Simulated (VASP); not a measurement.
Set up this calculation in VASP 6.6.1, as the native input.

```yaml
Task: single point
Functional: PBE
Potentials_or_basis: VASP PAW PBE potentials, release 64 (V_sv, I)
Cutoff: 520 eV
k_mesh: 4 × 4 × 4
Occupations: gaussian, width 0.1 eV
Spin: collinear spin
Starting_moments: "[0.12, 0.12, 0.12, 0.0] μB"
Dipole_correction: no
Further_INCAR_settings: ALGO = Normal; EDIFF = 1e-07; NBANDS = 35
```

The structure of V3I lies in POSCAR:

```
V3I
1.0
    3.9419374194      0.0000000000      0.0000000000
    0.0000000000      3.9419374194      0.0000000000
    0.0000000000      0.0000000000      3.9419374194
V I
3 1
Direct
    0.0000000000      0.5000000000      0.5000000000
    0.5000000000      0.0000000000      0.5000000000
    0.5000000000      0.5000000000      0.0000000000
    0.0000000000      0.0000000000      0.0000000000
```

These files were run (other wordings do the same):

INCAR

```
SYSTEM = V3I
PREC = Accurate ; ENCUT = 520
EDIFF = 1E-7 ; ISMEAR = 0
SIGMA = 0.1 ; LREAL = .FALSE.
LASPH = .TRUE. ; NELM = 150
ALGO = Normal ; ISIF = 2
LWAVE = .FALSE. ; LCHARG = .TRUE.
ISPIN = 2 ; MAGMOM = 0.12 0.12 0.12 0
LORBIT = 11 ; LMAXMIX = 4
GGA = PE ; LELF = .TRUE.
LVHAR = .TRUE. ; NBANDS = 35
```

KPOINTS

```
Automatic mesh
0
G
  4 4 4
  0 0 0
```

Potentials or basis: VASP PAW PBE potentials, release 64 (V_sv, I).

Launch:

```sh
$ cat potpaw_PBE.64/V_sv/POTCAR potpaw_PBE.64/I/POTCAR > POTCAR
$ mpirun -np 1 vasp_std > vasp.out
```

Results of the run:

```yaml
Pressure: 0.0 GPa
Band_gap_on_the_k_mesh: zero (filled and empty bands overlap)
Net_moment: 0.00 μB per cell
Valence_electrons_inside_the_program's_atomic_spheres: V 11.60; I 4.37
```

Caveat: the k points lie up to 0.40 Å⁻¹ apart; spin-orbit coupling is left out, which moves the levels of the heavy elements.

Run time: 35 s on 1 thread of AMD EPYC 9R45 96-Core Processor (Zen 5) (shared host), peak memory 0.17 GiB.
